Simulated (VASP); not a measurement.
Set up this calculation in VASP 6.6.1, as the native input.

* Task: single point
* Functional: PBE
* Potentials or basis: VASP PAW PBE potentials, release 64 (Ni, Nb_sv, Zr_sv)
* Cutoff: 520 eV
* k mesh: 1 × 1 × 1, shifted
* Occupations: fermi-dirac, width 0.1887 eV
* Spin: no spin polarisation
* Dipole correction: no
* Further INCAR settings: LREAL = Auto; ALGO = Normal; EDIFF = 1e-06; NBANDS = 128; ISYM = 0

The structure of Zr3Nb6Ni11 lies in POSCAR:

```
Zr3Nb6Ni11
1.0
    6.8173460000     -0.1384310000     -0.2966090000
   -0.1384310000      6.6843640000     -0.0322140000
   -0.2966090000     -0.0322140000      6.7019700000
Ni Nb Zr
11 6 3
Direct
    0.7023754686      0.9382253903      0.2483542717
    0.4026469111      0.4676986266      0.6606148851
    0.6034035676      0.2565460108      0.8464071463
    0.8401940851      0.1878904950      0.5121857949
    0.6465211028      0.6483912155      0.0496161953
    0.8410863327      0.9952051520      0.8937129403
    0.8289903192      0.6065793183      0.4482212448
    0.6261370634      0.7457652195      0.7096109008
    0.4912233779     -0.0248292069      0.5298317400
    0.1121925257      0.4710125836      0.3900674745
    0.4333706314      0.6946952920      0.3608763608
    0.8800749909      0.4644711837      0.7850250953
    0.8694700129      0.2992555999      0.1328538998
    0.4292112957      0.9430509447      0.0048933935
   -0.0198946067      0.7136869214      0.0982242223
    0.2695479576      0.4503354956     -0.0201905622
    0.4670645588      0.3341301112      0.2675567362
    0.1374622155      0.7496176223      0.6703612091
    0.1370249444      0.0507723814      0.2833730102
    0.1823101276      0.1222326796      0.7494055372
```

One way to write it, as run:

INCAR

```
PREC     = Accurate       # precision mode
ENCUT    = 520            # plane-wave cutoff, eV
EDIFF    = 1E-6           # SCF threshold, eV
ISMEAR   = -1             # smearing method
SIGMA    = 0.1887         # smearing width, eV
LREAL    = Auto         
LASPH    = T              # aspherical terms in the spheres
NELM     = 60             # most SCF steps
ALGO     = Normal         # electronic algorithm
ISIF     = 2              # what is computed and relaxed
LWAVE    = F              # write WAVECAR
LCHARG   = T              # write CHGCAR
GGA      = PE             # functional
LELF     = T              # ELF
LVHAR    = T            
NBANDS   = 128            # bands
ISYM     = 0
```

KPOINTS

```
Automatic mesh
0
Gamma
  1 1 1
  0.25 0.25 0.25
```

Potentials or basis: VASP PAW PBE potentials, release 64 (Ni, Nb_sv, Zr_sv).

Launch:

```bash
$ cat potpaw_PBE.64/Ni/POTCAR potpaw_PBE.64/Nb_sv/POTCAR potpaw_PBE.64/Zr_sv/POTCAR > POTCAR
$ mpirun -np 1 vasp_std > vasp.out
```

It gave:

```yaml
Pressure: 4.4 GPa
Largest_force: 3.620 eV/Å
Band_gap_on_the_k_mesh: 0.06 eV
```

Caveat: the k points lie up to 0.94 Å⁻¹ apart.

It took 2.6 min on 1 thread of Intel(R) Xeon(R) 6975P-C (Granite Rapids) (shared host), peak memory 0.36 GiB.
